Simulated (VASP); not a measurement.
ZnSe (rocksalt type): single point with PBE

ZnSe (rocksalt type):

```xyz
2
Lattice="0.0000 2.3128 2.3128 2.3128 0.0000 2.3128 2.3128 2.3128 0.0000" Properties=species:S:1:pos:R:3 pbc="T T T"
Zn    0.0000    0.0000    0.0000
Se    2.3128    2.3128    2.3128
```

This cell differs from its parent crystal: volume scaled by 0.64.

```json
{
  "Program": "VASP 6.6.1",
  "Task": "single point",
  "Functional": "PBE",
  "Potentials or basis": "VASP PAW PBE potentials, release 64 (Zn, Se)",
  "Cutoff": "520 eV",
  "k mesh": "13 × 13 × 13",
  "Occupations": "fermi-dirac, width 0.1 eV",
  "Spin": "no spin polarisation",
  "Dipole correction": "no",
  "Further INCAR settings": "ALGO = Normal; EDIFF = 1e-06; NBANDS = 16"
}
```

The pressure is 89.2 GPa and the band gap on the k mesh is zero (band 9 reaches 8.72 eV, above the bottom of band 10 at 7.39 eV).

Levels at points of the mesh, in eV from the Fermi level:
```
           k point  band 6  band 7  band 8  band 9  band 10  band 11  band 12  band 13
(0.00, 0.00, 0.00)   -8.48   -1.06   -1.06   -1.06     4.50     8.43     8.43     8.43
```

Wall time 12 s on 1 thread of Intel(R) Xeon(R) Platinum 8488C (Sapphire Rapids) (shared host), peak memory 0.16 GiB.
